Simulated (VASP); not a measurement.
Wanted: the native input for a VASP 6.6.1 run.

- Task: single point
- Functional: PBEsol
- Potentials or basis: VASP PAW PBE potentials, release 64 (Cs_sv)
- Cutoff: 520 eV
- k mesh: 8 × 8 × 2
- Occupations: fermi-dirac, width 0.1 eV
- Spin: no spin polarisation
- Dipole correction: no
- Further INCAR settings: ALGO = Normal; EDIFF = 1e-06; NBANDS = 26

The structure of Cs lies in POSCAR:

```
Cs
1.0
    5.3854752340      0.0000000000      0.0000000000
   -2.6927376170      4.6639583641      0.0000000000
    0.0000000000      0.0000000000     17.5889621141
Cs
4
Direct
    0.0000000000      0.0000000000      0.0000000000
    0.0000000000      0.0000000000      0.5000000000
    0.3333333333      0.6666666667      0.2500000000
    0.6666666667      0.3333333333      0.7500000000
```

This isn't the form of Cs at room conditions, which is bcc.

The input as run:

INCAR

```
PREC = Accurate ; ENCUT = 520
EDIFF = 1E-6 ; ISMEAR = -1
SIGMA = 0.1 ; LREAL = False
LASPH = True ; NELM = 100
ALGO = Normal ; ISIF = 2
LWAVE = False ; LCHARG = True
GGA = PS ; LELF = True
LVHAR = True ; NBANDS = 26
```

KPOINTS

```
Automatic mesh
0
Gamma
  8 8 2
```

Potentials or basis: VASP PAW PBE potentials, release 64 (Cs_sv).

The run is started by

```bash
$ cat potpaw_PBE.64/Cs_sv/POTCAR > POTCAR
$ mpirun -np 1 vasp_std > vasp.out
```

Results of the run:

The pressure is 0.0 GPa and the band gap on the k mesh is zero (bands 18 and 19 overlap by 1.59 eV).

Caveat: the PAW data sets were made with another functional, which shifts forces and pressure a little; spin-orbit coupling is left out, which moves the levels of the heavy elements.

Run time: 4.5 min on 1 thread of Intel Xeon 8259CL, on a shared host, peak memory 0.57 GiB.
